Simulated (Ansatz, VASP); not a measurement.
**One calculation of Co, two programs**

```
Co
1.0
     2.46419    0.00000    0.00000
    -1.23209    2.13405    0.00000
     0.00000    0.00000    3.98155
Co
2
Direct
  0.33333 0.66667 0.25000
  0.66667 0.33333 0.75000
```

Alike in both runs: functional revPBE; dispersion D3(BJ); k mesh 12 × 12 × 7; occupations fermi-dirac, width 0.1 eV; collinear spin.

Ansatz relaxed the structure, and its values are those at the end. VASP's run is a single point on that final structure, the one shown.

```csv
,VASP,Ansatz
version,VASP 6.6.1,Ansatz 0.2.0
potentials or method,"VASP PAW PBE potentials, release 64 (Co)","plane waves, PAW"
plane-wave cutoff (eV),520,420
valence electrons in the cell,18,34
```

|  | VASP | Ansatz | Ansatz less VASP |
| --- | --- | --- | --- |
| pressure (GPa) | -0.9 | 0.0 | +0.83 |
| net moment per atom (μB) | 1.58 | 1.59 | +0.007 |
| size of the moment on the site where the two differ most (μB) | 1.60 | 1.67 | +0.068 |

VASP's potentials were made for PBE, not for revPBE. Site moments also hang on the region over which each program counts them. VASP's potentials hold 18 valence electrons a cell and Ansatz's 34, so a difference there can come from the potentials and not from the codes.
